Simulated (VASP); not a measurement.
Write the native input for VASP 6.6.1 that does the following.

```
Task                   : single point
Functional             : PBE
Potentials or basis    : VASP PAW PBE potentials, release 64 (Al, N)
Cutoff                 : 520 eV
k mesh                 : 6 × 6 × 6
Occupations            : gaussian, width 0.01 eV
Spin                   : no spin polarisation
Dipole correction      : no
Further INCAR settings : ALGO = Normal; EDIFF = 1e-07; NBANDS = 11
```

The structure of AlN lies in POSCAR:

```
AlN
1.0
    0.0000000000      2.1848764125      2.2285739407
    2.1848764125      0.0000000000      2.2285739407
    2.1848764125      2.1848764125      0.0000000000
Al N
1 1
Direct
    0.0000000000      0.0000000000      0.0000000000
    0.2500000000      0.2500000000      0.2500000000
```

This cell differs from its parent crystal: uniaxial z strain +2.0%.

One way to write it, as run:

INCAR

```
SYSTEM = AlN
PREC = Accurate
ENCUT = 520
EDIFF = 1E-7
ISMEAR = 0
SIGMA = 0.01
LREAL = .FALSE.
LASPH = .TRUE.
NELM = 80
ALGO = Normal
ISIF = 2
LWAVE = .FALSE.
LCHARG = .FALSE.
GGA = PE
NBANDS = 11
```

KPOINTS

```
Automatic mesh
0
G
  6 6 6
  0 0 0
```

Potentials or basis: VASP PAW PBE potentials, release 64 (Al, N).

The run is started by

```bash
$ cat potpaw_PBE.64/Al/POTCAR potpaw_PBE.64/N/POTCAR > POTCAR
$ mpirun -np 1 vasp_std > vasp.out
```

Results of the run:

| Item | Value |
| --- | --- |
| Pressure | 0.3 GPa |
| Band gap on the k mesh | 3.25 eV, indirect (least direct gap 3.98 eV) |

Caveat: the cell differs from its parent crystal (uniaxial z strain +2.0%).

Run time: 7.2 s on 1 thread of AMD EPYC 7R43 64-Core Processor (Zen 3), on a shared host, peak memory 0.1 GiB.
